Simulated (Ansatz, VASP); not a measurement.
C in VASP and in Ansatz

```xyz
8
Lattice="6.2382 0.0000 0.0000 0.0000 6.2382 0.0000 0.0000 0.0000 2.5068" Properties=species:S:1:pos:R:3 pbc="T T T"
C     1.3974    5.8651    1.2534
C     4.8408    5.8651    0.0000
C     4.8408    0.3732    1.2534
C     5.8651    4.8408    0.0000
C     5.8651    1.3974    1.2534
C     1.3974    0.3732    0.0000
C     0.3732    1.3974    0.0000
C     0.3732    4.8408    1.2534
```

Alike in both runs: task single point; functional PBE; k mesh 4 × 4 × 6; occupations gaussian, width 0.1 eV; collinear spin.

```csv
,VASP,Ansatz
version,VASP 6.6.1,Ansatz 0.2.0
potentials or method,"VASP PAW PBE potentials, release 64 (C), cutoff 520 eV","scalar-relativistic, plane waves, PAW"
valence electrons in the cell,32,32
```

Ansatz gave:

* gap on the k mesh at the Fermi level (eV): none
* pressure (GPa): 0.0
* traceless stress, the component that is largest in VASP (GPa): -0.24
* rms of the force components (eV/Å): 0.002
* net moment per atom (μB): 0.00

Which values does VASP return?

gap on the k mesh at the Fermi level (eV): none; pressure (GPa): 0.5; traceless stress, the component that is largest in VASP (GPa): -0.10; rms of the force components (eV/Å): 0.028; net moment per atom (μB): 0.00.

Atom by atom the forces differ by 0.026 eV/Å (rms over components). A gap of «none» marks a metal or a gap that the smearing closes. The functional is the same, so the differences come from potentials, cutoffs and numerics. Ansatz's warnings: seeded moment not kept.

The k mesh is coarse, so the values compare programs but aren't converged.
